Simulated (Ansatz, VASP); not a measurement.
# One calculation of MnAs, two programs

```xyz
4
Lattice="3.7100 0.0000 0.0000 -1.8550 3.2130 0.0000 0.0000 0.0000 5.6910" Properties=species:S:1:pos:R:3 pbc="T T T"
Mn    0.0000    0.0000    0.0000
Mn    0.0000    0.0000    2.8455
As    0.0000    2.1420    1.4227
As    1.8550    1.0710    4.2683
```

Alike in both runs: task single point; functional PBE; k mesh 6 × 6 × 4; occupations fermi-dirac, width 0.05 eV; collinear spin; Hubbard terms Mn d U = 5.6 eV.

|  | VASP | Ansatz |
| --- | --- | --- |
| version | VASP 6.6.1 | Ansatz 0.2.0 |
| potentials or method | VASP PAW PBE potentials, release 64 (Mn_pv, As), cutoff 520 eV | PAW, plane waves, scalar-relativistic |
| valence electrons in the cell | 36 | 60 |

```csv
,VASP,Ansatz,Ansatz less VASP
pressure (GPa),16.8,17.9,+1.10
"traceless stress, the component that is largest in VASP (GPa)",2.66,2.36,-0.296
net moment per atom (μB),2.01,2.01,-0.001
size of the moment on the site where the two differ most (μB),4.28,4.16,-0.119
```

Site moments also hang on the region over which each program counts them. The programs project onto different local orbitals, so the same U acts differently, and such runs can settle in different states. VASP's potentials hold 36 valence electrons a cell and Ansatz's 60, so a difference there can come from the potentials and not from the codes. Ansatz's warnings: filled band counts differ across k points, no starting moments.
